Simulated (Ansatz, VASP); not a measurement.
**NaHfO: VASP beside Ansatz**

The input INCAR:

```
PREC     = Accurate       # precision mode
ENCUT    = 520            # plane-wave cutoff, eV
EDIFF    = 1E-6           # SCF threshold, eV
ISMEAR   = 0              # smearing method
SIGMA    = 0.1            # smearing width, eV
LREAL    = False          # projectors in reciprocal space
LASPH    = True           # aspherical terms in the spheres
NELM     = 100            # most SCF steps
ALGO     = Normal         # electronic algorithm
ISIF     = 2              # what is computed and relaxed
LWAVE    = False          # write WAVECAR
LCHARG   = True           # write CHGCAR
GGA      = PE             # functional
LELF     = True           # ELF
LVHAR    = True         
NBANDS   = 18             # bands
```

Contents of KPOINTS:

```
Automatic mesh
0
Gamma
  18 18 8
```

File POSCAR:

```
NaHfO
1.0
    3.5379667856      0.0000000000      0.0000000000
   -1.7689833928      3.0639691141      0.0000000000
    0.0000000000      0.0000000000      6.2189403140
Na Hf O
1 1 1
Direct
    0.0000000000      0.0000000000      0.0000000000
    0.6666666667      0.3333333333      0.5000000000
    0.3333333333      0.6666666667      0.5000000000
```

Input for Ansatz:

```yaml
crystal:
  lattice:
    - [3.5379667856, 0.0, 0.0]
    - [-1.7689833928, 3.0639691141, 0.0]
    - [0.0, 0.0, 6.218940314]
  atoms:
    - { symbol: Na, position: [0.0, 0.0, 0.0] }
    - { symbol: Hf, position: [0.6666666667, 0.3333333333, 0.5] }
    - { symbol: O, position: [0.3333333333, 0.6666666667, 0.5] }
basis:
  ecutwfc: 420
kpoints:
  mp_grid: { grid: [18, 18, 8] }
  band_path:
    path:
      - [[0.0, 0.0, 0.0], [0.5, 0.0, 0.0], [0.33333333, 0.33333333, 0.0], [0.0, 0.0, 0.0], [0.0, 0.0, 0.5], [0.5, 0.0, 0.5], [0.33333333, 0.33333333, 0.5], [0.0, 0.0, 0.5]]
      - [[0.5, 0.0, 0.5], [0.5, 0.0, 0.0]]
      - [[0.33333333, 0.33333333, 0.5], [0.33333333, 0.33333333, 0.0]]
    npoints: 14
hamiltonian:
  xc: pbe
scf:
  occupations: { method: gaussian, width: 0.1 }
  n_extra_bands: 7
output:
  forces: true
  stress: true
  eigenvalues: true
  populations: true
  dos: { projected: true, de: 0.02, nscf_kmesh: { grid: [22, 22, 10] } }
  bader: true
  write_density: true
  write_potential: true
  elf: true
  volumetric_format: npy
```

Alike in both runs: task single point; functional PBE; k mesh 18 × 18 × 8; occupations gaussian, width 0.1 eV; no spin polarisation.

```csv
,VASP,Ansatz
version,VASP 6.6.1,Ansatz 0.2.0
potentials or method,"VASP PAW PBE potentials, release 64 (Na_pv, Hf_pv, O), cutoff 520 eV","scalar-relativistic, plane waves, PAW"
valence electrons in the cell,23,41
```

Ansatz gave:

```
gap on the k mesh at the Fermi level (eV)                     : none
pressure (GPa)                                                : 0.0
traceless stress, the component that is largest in VASP (GPa) : 0.00
```

Question: Which values does VASP return?

Answer: gap on the k mesh at the Fermi level (eV): none; pressure (GPa): -0.6; traceless stress, the component that is largest in VASP (GPa): 0.54.

A gap of «none» marks a metal or a gap that the smearing closes. The functional is the same, so the differences come from potentials, cutoffs and numerics. VASP's potentials hold 23 valence electrons a cell and Ansatz's 41, so a difference there can come from the potentials and not from the codes.

Spin-orbit coupling is off throughout.
